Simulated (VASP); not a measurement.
## PtSe2: single point with PBEsol

PtSe2:

```
Pt Se
1.0
     3.75936    0.00000    0.00000
    -1.87968    3.25570    0.00000
     0.00000    0.00000    4.86856
Pt Se
1 2
Direct
  0.00000 0.00000 0.00000
  0.66667 0.33333 0.73937
  0.33333 0.66667 0.26063
```

- Program: VASP 6.6.1
- Task: single point
- Functional: PBEsol
- Potentials or basis: VASP PAW PBE potentials, release 64 (Pt, Se)
- Cutoff: 520 eV
- k mesh: 18 × 18 × 12
- Occupations: gaussian, width 0.1 eV
- Spin: no spin polarisation
- Dipole correction: no
- Further INCAR settings: ALGO = Normal; EDIFF = 1e-07; NBANDS = 18

* Pressure: 0.1 GPa
* Largest force: 0.010 eV/Å
* Band gap on the k mesh: zero (bands 11 and 12 overlap by 0.85 eV)

Forces on the atoms (eV/Å):
```
Pt   0.000  0.000  0.000
Se   0.000  0.000 -0.010
Se   0.000  0.000  0.010
```

Stress tensor (GPa, compression positive):
```
0.11 0.00 0.00
0.00 0.11 0.00
0.00 0.00 0.00
```

Levels at points of the mesh, in eV from the Fermi level:
```tsv
k point	band 7	band 8	band 9	band 10	band 11	band 12	band 13	band 14	band 15	band 16
(0.00, 0.00, 0.00)	-3.86	-2.48	-1.02	-1.02	0.74	1.20	1.20	3.28	4.06	7.20
(0.50, 0.00, 0.00)	-3.80	-3.69	-3.37	-3.31	-2.93	0.54	2.49	4.91	5.97	6.98
(0.00, 0.00, 0.50)	-3.91	-2.94	-1.68	-1.65	-1.65	2.35	2.35	4.86	6.43	6.55
(0.50, 0.00, 0.50)	-3.41	-3.40	-3.12	-2.70	-1.15	0.73	1.47	4.77	4.83	7.53
```

Run time: 120 s on 1 thread of Intel(R) Xeon(R) 6975P-C (Granite Rapids), with other jobs on the host, peak memory 0.51 GiB.

Caveat: the PAW data sets were made with another functional, which shifts forces and pressure a little; spin-orbit coupling is left out, which moves the levels of the heavy elements.
